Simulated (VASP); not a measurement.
A run of VASP 6.6.1 is set up as follows.

INCAR

```
PREC = Accurate
ENCUT = 600
EDIFF = 1E-7
ISMEAR = 0
SIGMA = 0.1
LREAL = F
LASPH = T
NELM = 60
ALGO = Normal
ISIF = 3
LWAVE = F
LCHARG = F
GGA = PE
IBRION = 2
NSW = 90
EDIFFG = -0.04
```

Contents of KPOINTS:

```
regular mesh
0
Gamma
  8 8 8
```

POSCAR

```
C
1.0
   -1.6874529200      1.6874529200      1.6874529200
    1.6874529200     -1.6874529200      1.6874529200
    1.6874529200      1.6874529200     -1.6874529200
C
3
Direct
    0.0000000000      0.5000000000      0.5000000000
    0.5000000000      0.0000000000      0.5000000000
    0.5000000000      0.5000000000      0.0000000000
```

Potentials or basis: VASP PAW PBE potentials, release 64 (C).

Run with:

```sh
$ cat potpaw_PBE.64/C/POTCAR > POTCAR
$ mpirun -np 1 vasp_std > vasp.out
```

(1) What does it give for the band gap on the k mesh?

(2) What does it give for the relaxed volume?

(3) Estimate the relaxed cell.

Results:

(1) zero (bands 6 and 7 overlap by 2.71 eV).

(2) 6.10 Å³/atom.

(3) a = 2.875 Å, b = 2.875 Å, c = 2.875 Å, α = 109.47°, β = 109.47°, γ = 109.47°.
